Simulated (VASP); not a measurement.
Si2Br3, 5 atoms in the cell. The structure is trigonal, space group R-3m (No. 166). Conventional cell: a = 3.915 Å, b = 3.915 Å, c = 27.220 Å, α = 90.00°, β = 90.00°, γ = 120.00°. Within 3.6 Å of Si (site symmetry 3m) lie 6 Br at 2.74 to 2.90 Å. Within 4.1 Å of Br (site symmetry -3m) lie 6 Si at 2.90 Å and 12 Br at 3.91 to 4.06 Å. Within 3.6 Å of Br (site symmetry 3m) lie 3 Si at 2.74 Å and 3 Br at 3.25 Å. 

```yaml
Program: VASP 6.6.1
Task: single point
Functional: PBE
Potentials_or_basis: VASP PAW PBE potentials, release 64 (Si, Br)
Cutoff: 520 eV
k_mesh: 6 × 6 × 6
Occupations: gaussian, width 0.1 eV
Spin: no spin polarisation
Dipole_correction: no
Further_INCAR_settings: ALGO = Normal; EDIFF = 1e-06; NBANDS = 22
```

Potentials or basis: VASP PAW PBE potentials, release 64 (Si, Br).

Command:

```console
$ cat potpaw_PBE.64/Si/POTCAR potpaw_PBE.64/Br/POTCAR > POTCAR
$ mpirun -np 1 vasp_std > vasp.out
```

Hardware: 1 thread of AMD EPYC 9R45 96-Core Processor (Zen 5), on a shared host.

Task: Estimate the wall time of this run.

Result: Wall time 3.1 min on 1 thread of AMD EPYC 9R45 96-Core Processor (Zen 5), with other jobs on the host, peak memory 0.62 GiB. Counts: scf iterations 13, k points 32.
